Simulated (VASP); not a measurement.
Here is a VASP 6.6.1 calculation.

File INCAR:

```
  PREC = Accurate
  ENCUT = 520
  EDIFF = 1E-6
  ISMEAR = 0
  SIGMA = 0.01
  LREAL = False
  LASPH = True
  NELM = 60
  ALGO = Normal
  ISIF = 2
  LWAVE = False
  LCHARG = True
  GGA = PE
  LELF = True
  LVHAR = True
  NBANDS = 16
```

Contents of KPOINTS:

```
Automatic mesh
0
Gamma
  6 6 4
```

The input POSCAR:

```
MgS
1.0
    4.0537796592      0.0000000000      0.0000000000
   -2.0268898296      3.5106761662      0.0000000000
    0.0000000000      0.0000000000      6.4914991966
Mg S
2 2
Direct
    0.3333333333      0.6666666667     -0.0029409542
    0.6666666667      0.3333333333      0.4970590458
    0.3333333333      0.6666666667      0.3779409542
    0.6666666667      0.3333333333      0.8779409542
```

Potentials or basis: VASP PAW PBE potentials, release 64 (Mg, S).

Command:

```bash
$ cat potpaw_PBE.64/Mg/POTCAR potpaw_PBE.64/S/POTCAR > POTCAR
$ mpirun -np 1 vasp_std > vasp.out
```

**Question.** What does it give for the pressure?

**Answer.** -0.1 GPa.

**Question.** Predict the band gap on the k mesh.

**Answer.** 3.37 eV, direct.
